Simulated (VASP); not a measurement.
Wanted: the native input for a VASP 6.6.1 run.

```
Task                   : single point
Functional             : PBE
Potentials or basis    : VASP PAW PBE potentials, release 64 (Ba_sv, Ti_sv, O)
Cutoff                 : 520 eV
k mesh                 : 6 × 6 × 6
Occupations            : fermi-dirac, width 0.02 eV
Spin                   : no spin polarisation
Dipole correction      : no
Further INCAR settings : ALGO = Normal; EDIFF = 1e-06; NBANDS = 28
```

The structure of BaTiO3 lies in POSCAR:

```
BaTiO3
1.0
    3.8925998650      0.0000000000      0.0000000000
    0.0000000000      3.8925998650      0.0000000000
    0.0000000000      0.0000000000      4.2587526924
Ba Ti O
1 1 3
Direct
    0.5000000000      0.5000000000      0.5931437032
    0.0000000000      0.0000000000      0.1121118325
    0.0000000000      0.5000000000      0.0591699801
    0.5000000000      0.0000000000      0.0591699801
    0.0000000000      0.0000000000      0.5364014941
```

This cell differs from its parent crystal: epitaxial xy strain -2.0%.

One way to write it, as run:

INCAR

```
PREC     = Accurate       # precision mode
ENCUT    = 520            # plane-wave cutoff, eV
EDIFF    = 1E-6           # SCF threshold, eV
ISMEAR   = -1             # smearing method
SIGMA    = 0.02           # smearing width, eV
LREAL    = F              # projectors in reciprocal space
LASPH    = T              # aspherical terms in the spheres
NELM     = 60             # most SCF steps
ALGO     = Normal         # electronic algorithm
ISIF     = 2              # what is computed and relaxed
LWAVE    = F              # write WAVECAR
LCHARG   = T              # write CHGCAR
GGA      = PE             # functional
LELF     = T              # ELF
LVHAR    = T            
NBANDS   = 28             # bands
```

KPOINTS

```
regular mesh
0
Gamma
  6 6 6
```

Potentials or basis: VASP PAW PBE potentials, release 64 (Ba_sv, Ti_sv, O).

Command:

```bash
$ cat potpaw_PBE.64/Ba_sv/POTCAR potpaw_PBE.64/Ti_sv/POTCAR potpaw_PBE.64/O/POTCAR > POTCAR
$ mpirun -np 1 vasp_std > vasp.out
```

It gave:

```json
{
  "Pressure": "8.7 GPa",
  "Largest force": "0.227 eV/Å",
  "Band gap on the k mesh": "1.86 eV, indirect (least direct gap 2.52 eV)"
}
```

Caveat: the cell differs from its parent crystal (epitaxial xy strain -2.0%); spin-orbit coupling is left out, which moves the levels of the heavy elements.

It took 48 s on 1 thread of AMD EPYC 7R13 Processor (Zen 3), on a shared host, peak memory 0.19 GiB.
